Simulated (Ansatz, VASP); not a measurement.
## SnTe: VASP beside Ansatz

INCAR

```
  PREC = Accurate
  ENCUT = 520
  EDIFF = 1E-7
  ISMEAR = -1
  SIGMA = 0.05
  LREAL = False
  LASPH = True
  NELM = 60
  ALGO = Normal
  ISIF = 2
  LWAVE = False
  LCHARG = False
  GGA = PE
  NBANDS = 17
```

Contents of KPOINTS:

```
regular mesh
0
Gamma
  7 7 7
```

File POSCAR:

```
SnTe
1.0
    0.0000000000      3.1508500000      3.1508500000
    3.1508500000      0.0000000000      3.1508500000
    3.1508500000      3.1508500000      0.0000000000
Te Sn
1 1
Direct
    0.5104120000      0.4941380000      0.5059000000
    0.0035920000     -0.0098350000     -0.0035280000
```

The input input.yaml:

```yaml
crystal:
  lattice:
    - [0.0, 3.15085, 3.15085]
    - [3.15085, 0.0, 3.15085]
    - [3.15085, 3.15085, 0.0]
  atoms:
    - { symbol: Te, position: [0.510412, 0.494138, 0.5059] }
    - { symbol: Sn, position: [0.003592, -0.009835, -0.003528] }
kpoints:
  mp_grid: { grid: [7, 7, 7] }
scf:
  occupations: { method: fermi_dirac, width: 0.05 }
hamiltonian:
  xc: pbe
  pseudopotentials: { kind: all_electron, lapw: { basis_error: 0.001 } }
output:
  forces: true
  stress: true
  eigenvalues: true
  populations: true
```

Change from the starting cell: atoms moved at random, drawn with an rms of 0.05 Å.

Alike in both runs: task single point; functional PBE; k mesh 7 × 7 × 7; occupations fermi-dirac, width 0.05 eV; no spin polarisation.

```csv
,VASP,Ansatz
version,VASP 6.6.1,Ansatz 0.2.0
potentials or method,"VASP PAW PBE potentials, release 64 (Te, Sn_d), cutoff 520 eV","all-electron LAPW, scalar-relativistic"
```

Ansatz gave:

* gap on the k mesh at the Fermi level (eV): 0.66
* least direct gap on the mesh (eV): 0.66
* pressure (GPa): 2.3
* rms of the force components (eV/Å): 0.012

What did VASP give for the same quantities?

gap on the k mesh at the Fermi level (eV): 0.66; least direct gap on the mesh (eV): 0.66; pressure (GPa): 2.3; rms of the force components (eV/Å): 0.013.

Atom by atom the forces differ by 0.001 eV/Å (rms over components). Ansatz ran all-electron here, and VASP with PAW potentials.

Spin-orbit coupling is off throughout.
